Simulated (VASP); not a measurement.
Input of a VASP 6.6.1 run:

The input INCAR:

```
ALGO = Normal ; EDIFF = 1E-7
EDIFFG = -0.01 ; ENCUT = 600
GGA = PE ; GGA_COMPAT = False
IBRION = 2 ; ISIF = 3
ISMEAR = 0 ; LASPH = True
LCHARG = False ; LMAXMIX = 6
LREAL = False ; LWAVE = False
NELM = 200 ; NELMIN = 4
NSW = 100 ; PREC = Accurate
SIGMA = 0.1
```

Contents of KPOINTS:

```
k-points
0
Gamma
  12 12 8
```

Contents of POSCAR:

```
KHoC
1.0
    3.9917705380      0.0000000000      0.0000000000
   -1.9958852690      3.4569746920      0.0000000000
    0.0000000000      0.0000000000      6.2512084936
K Ho C
1 1 1
Direct
    0.0000000000      0.0000000000      0.0000000000
    0.6666666667      0.3333333333      0.5000000000
    0.3333333333      0.6666666667      0.5000000000
```

Potentials or basis: VASP PAW PBE potentials, release 64 (K_sv, Ho_3, C), 4f in core.

Run with:

```bash
$ cat potpaw_PBE.64/K_sv/POTCAR potpaw_PBE.64/Ho_3/POTCAR potpaw_PBE.64/C/POTCAR > POTCAR
$ mpirun -np 1 vasp_std > vasp.out
```

**Question.** Estimate the space group after relaxing (to 0.1 Å).

**Answer.** P-6m2 (No. 187).

**Question.** Predict the relaxed cell.

**Answer.** a = 4.017 Å, b = 4.017 Å, c = 6.209 Å, α = 90.00°, β = 90.00°, γ = 120.00°.

Step by step:
| step | energy change (eV) | largest force (eV/Å) | pressure (GPa) | volume (Å³) |
| --- | --- | --- | --- | --- |
| 1 | 0.0000 | 0.0000 | 0.56 | 86.26 |
| 2 | -0.0027 | 0.0000 | -0.25 | 87.53 |
| 3 | -0.0029 | 0.0000 | -0.07 | 87.24 |
| 4 | -0.0031 | 0.0000 | -0.06 | 87.12 |
| 5 | -0.0033 | 0.0000 | -0.02 | 86.75 |

Caveat: spin-orbit coupling is left out, which moves the levels of the heavy elements; the 4f electrons are frozen in the core, so they carry no moment and show no levels. Spin polarisation is off, so any magnetic state and its effect on volume and gap are missing.
